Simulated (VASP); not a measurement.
**Cu12F: single point with PBE**

System: Cu12F, a slab with vacuum.

```xyz
13
Lattice="5.1320 0.0000 0.0000 0.0000 5.1320 0.0000 0.0000 0.0000 19.0279" Properties=species:S:1:pos:R:3 pbc="T T T"
Cu    1.2830    1.2830    4.0000
Cu    1.2830    3.8490    4.0000
Cu    3.8490    1.2830    4.0000
Cu    3.8490    3.8490    4.0000
Cu    0.0000    0.0000    5.7640
Cu    0.0000    2.5660    5.7640
Cu    2.5660    0.0000    5.7640
Cu    2.5660    2.5660    5.7640
Cu    1.2830    1.2830    7.5279
Cu    1.2830    3.8490    7.5279
Cu    3.8490    1.2830    7.5279
Cu    3.8490    3.8490    7.5279
F     1.2830    1.2830    9.3558
```

| Property | Result |
| --- | --- |
| Program | VASP 6.6.1 |
| Task | single point |
| Functional | PBE |
| Potentials or basis | VASP PAW PBE potentials, release 64 (Cu, F) |
| Cutoff | 520 eV |
| k mesh | 5 × 5 × 1 |
| Occupations | gaussian, width 0.1 eV |
| Spin | no spin polarisation |
| Dipole correction | yes |
| Further INCAR settings | ALGO = Normal; EDIFF = 1e-07; NBANDS = 82 |

```json
{
  "Largest force": "0.179 eV/Å",
  "Band gap on the k mesh": "zero (an odd number of electrons rules out a gap without spin polarisation)"
}
```

Forces on the atoms (eV/Å):
```
Cu   0.000  0.000 -0.036
Cu   0.000  0.000 -0.062
Cu   0.000  0.000 -0.062
Cu   0.000  0.000 -0.059
Cu   0.030  0.030 -0.032
Cu   0.030 -0.030 -0.032
Cu  -0.030  0.030 -0.032
Cu  -0.030 -0.030 -0.032
Cu   0.000  0.000  0.179
Cu   0.000  0.000  0.071
Cu   0.000  0.000  0.071
Cu   0.000  0.000 -0.122
F    0.000  0.000  0.148
```

Levels at points of the mesh, in eV from the Fermi level:
| k point | band 67 | band 68 | band 69 | band 70 | band 71 | band 72 |
| --- | --- | --- | --- | --- | --- | --- |
| (0.00, 0.00, 0.00) | -0.26 | -0.12 | 0.00 | 0.00 | 0.00 | 0.38 |

Run time: 7.6 min on 1 thread of AMD EPYC 9R45 96-Core Processor (Zen 5) (shared host), peak memory 0.57 GiB.

With open d or f shells a metallic result of PBE can be an artefact of self-interaction; +U or a hybrid may open a gap.
